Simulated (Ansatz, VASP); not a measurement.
## Os: VASP beside Ansatz

Contents of INCAR:

```
SYSTEM = Os
  PREC = Accurate
  ENCUT = 520
  EDIFF = 1E-6
  ISMEAR = -1
  SIGMA = 0.05
  LREAL = .False.
  LASPH = .True.
  NELM = 100
  ALGO = Normal
  ISIF = 2
  LWAVE = .False.
  LCHARG = .True.
  GGA = PE
  LELF = .True.
  LVHAR = .True.
  NBANDS = 15
```

KPOINTS

```
Automatic mesh
0
Gamma
  15 15 9
  0 0 0
```

POSCAR

```
Os
1.0
    2.6794179760      0.0000000000      0.0000000000
   -1.3397089880      2.3204440346      0.0000000000
    0.0000000000      0.0000000000      4.3197000000
Os
2
Direct
    0.3333333333      0.6666666667      0.2500000000
    0.6666666667      0.3333333333      0.7500000000
```

Input for Ansatz:

```yaml
crystal:
  lattice:
    - [2.679417976, 0.0, 0.0]
    - [-1.339708988, 2.3204440346, 0.0]
    - [0.0, 0.0, 4.3197]
  atoms:
    - { symbol: Os, position: [0.3333333333, 0.6666666667, 0.25] }
    - { symbol: Os, position: [0.6666666667, 0.3333333333, 0.75] }
kpoints:
  mp_grid: { grid: [15, 15, 9] }
  band_path:
    path:
      - [0.0, 0.0, 0.0]
      - [0.5, 0.0, 0.0]
      - [0.3333333333, 0.3333333333, 0.0]
      - [0.0, 0.0, 0.0]
      - [0.0, 0.0, 0.5]
      - [0.5, 0.0, 0.5]
      - [0.3333333333, 0.3333333333, 0.5]
      - [0.0, 0.0, 0.5]
      - [0.5, 0.0, 0.5]
    npoints: 5
scf:
  occupations: { method: fermi_dirac, width: 0.05 }
hamiltonian:
  xc: pbe
  pseudopotentials: { kind: all_electron, lapw: { basis_error: 0.0005 } }
output:
  forces: true
  stress: true
  eigenvalues: true
```

Change from the starting cell: equal xx and yy strain of -2 %.

Alike in both runs: task single point; functional PBE; k mesh 15 × 15 × 9; occupations fermi-dirac, width 0.05 eV; no spin polarisation.

```csv
,VASP,Ansatz
version,VASP 6.6.1,Ansatz 0.2.0
potentials or method,"VASP PAW PBE potentials, release 64 (Os), cutoff 520 eV","all-electron LAPW, scalar-relativistic"
```

VASP gave:

| Property | Result |
| --- | --- |
| pressure (GPa) | 28.4 |
| traceless stress, the component that is largest in VASP (GPa) | -8.25 |

Problem. Estimate Ansatz's values.

Solution. Pressure (GPa): 27.9; traceless stress, the component that is largest in VASP (GPa): -8.22.

Ansatz ran all-electron here, and VASP with PAW potentials.

Spin-orbit coupling is off throughout.
